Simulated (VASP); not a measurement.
A run of VASP 6.6.1 is set up as follows.

Contents of INCAR:

```
SYSTEM = Ga
PREC     = Accurate       ! precision mode
ENCUT    = 600            ! plane-wave cutoff, eV
EDIFF    = 1E-6           ! SCF threshold, eV
ISMEAR   = -1             ! smearing method
SIGMA    = 0.05           ! smearing width, eV
LREAL    = .False.        ! projectors in reciprocal space
LASPH    = .True.         ! aspherical terms in the spheres
NELM     = 100            ! most SCF steps
ALGO     = Normal         ! electronic algorithm
ISIF     = 3              ! what is computed and relaxed
LWAVE    = .False.        ! write WAVECAR
LCHARG   = .False.        ! write CHGCAR
GGA      = PE             ! functional
IBRION   = 2              ! ionic algorithm
NSW      = 60             ! ionic steps
EDIFFG   = -0.005         ! ionic threshold
```

Contents of KPOINTS:

```
regular mesh
0
Gamma
  12 12 12
  0 0 0
```

Contents of POSCAR:

```
Ga
1.0
    0.0000000000      2.8744485395      2.8744485395
    2.8744485395      0.0000000000      2.8744485395
    2.8744485395      2.8744485395      0.0000000000
Ga
2
Direct
   -0.1250000000     -0.1250000000     -0.1250000000
    0.1250000000      0.1250000000      0.1250000000
```

Potentials or basis: VASP PAW PBE potentials, release 64 (Ga_d).

Run with:

```sh
$ cat potpaw_PBE.64/Ga_d/POTCAR > POTCAR
$ mpirun -np 1 vasp_std > vasp.out
```

Estimate the band gap on the k mesh.

zero (bands 13 and 14 overlap by 4.14 eV).

What does it give for the relaxed volume?

25.45 Å³/atom.

Estimate the space group after relaxing (to 0.1 Å).

Fd-3m (No. 227).

What does it give for the relaxed cell?

a = 4.160 Å, b = 4.160 Å, c = 4.160 Å, α = 60.00°, β = 60.00°, γ = 60.00°.

Final structure:
```yaml
crystal:
  lattice:
    - [0.00000, 2.94162, 2.94162]
    - [2.94162, 0.00000, 2.94162]
    - [2.94162, 2.94162, 0.00000]
  atoms:
    - { symbol: Ga, position: [0.87500, 0.87500, 0.87500] }
    - { symbol: Ga, position: [0.12500, 0.12500, 0.12500] }
```
